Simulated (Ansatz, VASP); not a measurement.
**One calculation of BeTe, two programs**

The input INCAR:

```
SYSTEM = BeTe
ALGO = Normal
EDIFF = 1E-6
ENCUT = 600
GGA = PS
GGA_COMPAT = .False.
ISIF = 2
ISMEAR = 0
LASPH = .True.
LCHARG = .True.
LELF = .True.
LREAL = .False.
LVHAR = .True.
LWAVE = .False.
NBANDS = 11
NELM = 120
PREC = Accurate
SIGMA = 0.01
```

The input KPOINTS:

```
k-points
0
Gamma
  8 8 8
  0 0 0
```

The input POSCAR:

```
BeTe
1.0
    0.0000000000      2.8150000000      2.8150000000
    2.8150000000      0.0000000000      2.8150000000
    2.8150000000      2.8150000000      0.0000000000
Be Te
1 1
Direct
    0.0000000000      0.0000000000      0.0000000000
    0.2500000000      0.2500000000      0.2500000000
```

Input for Ansatz:

```yaml
crystal:
  lattice:
    - [0.0, 2.815, 2.815]
    - [2.815, 0.0, 2.815]
    - [2.815, 2.815, 0.0]
  atoms:
    - { symbol: Be, position: [0.0, 0.0, 0.0] }
    - { symbol: Te, position: [0.25, 0.25, 0.25] }
basis:
  ecutwfc: 420
kpoints:
  mp_grid: { grid: [8, 8, 8] }
  band_path:
    path:
      - [0.0, 0.0, 0.0]
      - [0.0, 0.0, 0.0]
      - [0.0, 0.0, 0.0]
      - [0.0, 0.0, 0.0]
      - [0.0, 0.0, 0.0]
      - [0.0, 0.0, 0.0]
      - [0.0, 0.0, 0.0]
      - [0.0, 0.0, 0.0]
      - [0.0, 0.0, 0.0]
      - [0.0, 0.0, 0.0]
      - [0.0, 0.0, 0.0]
      - [0.0, 0.0, 0.0]
      - [0.0, 0.0, 0.0]
      - [0.0, 0.0, 0.0]
      - [0.0, 0.0, 0.0]
      - [0.0, 0.0, 0.0]
      - [0.0, 0.0, 0.0]
      - [0.0, 0.0, 0.0]
      - [0.0, 0.0, 0.0]
      - [0.0, 0.0, 0.0]
      - [0.0, 0.0, 0.0]
      - [0.0, 0.0, 0.0]
      - [0.0, 0.0, 0.0]
      - [0.0, 0.0, 0.0]
      - [0.0, 0.0, 0.0]
      - [0.0, 0.0, 0.0]
      - [0.3, 0.3, 0.0]
      - [0.3166666667, 0.3166666667, 0.0]
      - [0.3333333333, 0.3333333333, 0.0]
      - [0.35, 0.35, 0.0]
      - [0.3666666667, 0.3666666667, 0.0]
      - [0.3833333333, 0.3833333333, 0.0]
      - [0.4, 0.4, 0.0]
      - [0.4166666667, 0.4166666667, 0.0]
      - [0.4333333333, 0.4333333333, 0.0]
      - [0.45, 0.45, 0.0]
      - [0.4666666667, 0.4666666667, 0.0]
      - [0.4833333333, 0.4833333333, 0.0]
      - [0.5, 0.5, 0.0]
      - [0.5, 0.5, 0.5]
      - [0.5, 0.5, 0.5]
      - [0.5, 0.5, 0.5]
      - [0.5, 0.5, 0.5]
      - [0.5, 0.5, 0.5]
      - [0.5, 0.5, 0.5]
      - [0.5, 0.5, 0.5]
      - [0.5, 0.5, 0.5]
      - [0.5, 0.5, 0.5]
      - [0.5, 0.5, 0.5]
      - [0.5, 0.5, 0.5]
      - [0.5, 0.5, 0.5]
      - [0.5, 0.5, 0.5]
    npoints: 1
hamiltonian:
  xc: pbesol
  pseudopotentials: { kind: paw, azcp: { folder: soft_1 } }
scf:
  occupations: { method: fixed }
  n_extra_bands: 5
output:
  eigenvalues: true
```

Alike in both runs: task single point; functional PBEsol; k mesh 8 × 8 × 8; no spin polarisation.

|  | VASP | Ansatz |
| --- | --- | --- |
| version | VASP 6.6.1 | Ansatz 0.2.0 |
| potentials or method | VASP PAW PBE potentials, release 64 (Be, Te), cutoff 600 eV | scalar-relativistic, plane waves, PAW |
| occupations | gaussian, width 0.01 eV | fixed |
| valence electrons in the cell | 8 | 18 |

|  | VASP | Ansatz | Ansatz less VASP |
| --- | --- | --- | --- |
| gap on the k mesh at the Fermi level (eV) | 1.85 | 1.87 | +0.017 |
| least direct gap on the mesh (eV) | 3.60 | 3.62 | +0.020 |

VASP's potentials were made for PBE, not for PBEsol, and Ansatz warns of the same on its side. VASP's potentials hold 8 valence electrons a cell and Ansatz's 18, so a difference there can come from the potentials and not from the codes.

Neither program's run includes spin-orbit coupling.
